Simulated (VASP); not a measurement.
Here is a VASP 6.6.1 calculation.

Contents of INCAR:

```
PREC = Accurate
ENCUT = 520
EDIFF = 1E-8
ISMEAR = -1
SIGMA = 0.08
LREAL = F
LASPH = T
NELM = 80
ALGO = Normal
ISIF = 2
LWAVE = F
LCHARG = F
GGA = PE
LEFG = T
NBANDS = 17
```

KPOINTS

```
regular mesh
0
Gamma
  11 11 11
```

File POSCAR:

```
SnTe
1.0
   -0.0631300000      3.1249350000      3.1249350000
    3.1249350000     -0.0631300000      3.1249350000
    3.1249350000      3.1249350000     -0.0631300000
Sn Te
1 1
Direct
    0.0000000000      0.0000000000      0.0000000000
    0.5000000000      0.5000000000      0.5000000000
```

Potentials or basis: VASP PAW PBE potentials, release 64 (Sn_d, Te).

Run with:

```console
$ cat potpaw_PBE.64/Sn_d/POTCAR potpaw_PBE.64/Te/POTCAR > POTCAR
$ mpirun -np 1 vasp_std > vasp.out
```

Question: Estimate the pressure.

Answer: 2.0 GPa.

Question: Estimate the band gap on the k mesh.

Answer: 0.21 eV, indirect (least direct gap 0.40 eV).

Electric field gradients, principal values (V/Å²):
```csv
atom,least,middle,greatest (by size)
1 Sn,0.833,0.833,-1.666
2 Te,11.586,11.586,-23.172
```

Caveat: the cell differs from its parent crystal (equal xy, yz and zx shear strains of -2 %); without QUAD_EFG the Cq values of the log hold for a quadrupole moment of 1 mb, not for the nuclei; spin-orbit coupling is left out, which moves the levels of the heavy elements. A k mesh can miss the band edges.
